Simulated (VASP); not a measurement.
Wanted: the native input for a VASP 6.6.1 run.

```
Task                   : single point
Functional             : PBE
Potentials or basis    : VASP PAW PBE potentials, release 64 (Ca_sv)
Cutoff                 : 520 eV
k mesh                 : 6 × 6 × 6
Occupations            : gaussian, width 0.1 eV
Spin                   : no spin polarisation
Dipole correction      : no
Further INCAR settings : ALGO = Fast; EDIFF = 1e-07; NBANDS = 11
```

The structure of Ca lies in POSCAR:

```
Ca
1.0
    0.0226090000      2.8095600000      2.7447680000
    2.7524950000      0.0396230000      2.7277540000
    2.8498400000      2.8898890000     -0.0577210000
Ca
1
Direct
   -0.0007270000      0.0032390000     -0.0010580000
```

These files were run (other wordings do the same):

INCAR

```
SYSTEM = Ca
  PREC = Accurate
  ENCUT = 520
  EDIFF = 1E-7
  ISMEAR = 0
  SIGMA = 0.1
  LREAL = .FALSE.
  LASPH = .TRUE.
  NELM = 100
  ALGO = Fast
  ISIF = 2
  LWAVE = .FALSE.
  LCHARG = .FALSE.
  GGA = PE
  NBANDS = 11
```

KPOINTS

```
regular mesh
0
G
  6 6 6
  0 0 0
```

Potentials or basis: VASP PAW PBE potentials, release 64 (Ca_sv).

Command:

```console
$ cat potpaw_PBE.64/Ca_sv/POTCAR > POTCAR
$ mpirun -np 1 vasp_std > vasp.out
```

Results of the run:

```json
{"Pressure": "-0.6 GPa", "Band gap on the k mesh": "zero (bands 5 and 6 overlap by 0.42 eV)"}
```

It took 98 s on 1 thread of Intel Xeon 8259CL, on a shared host, peak memory 0.2 GiB.
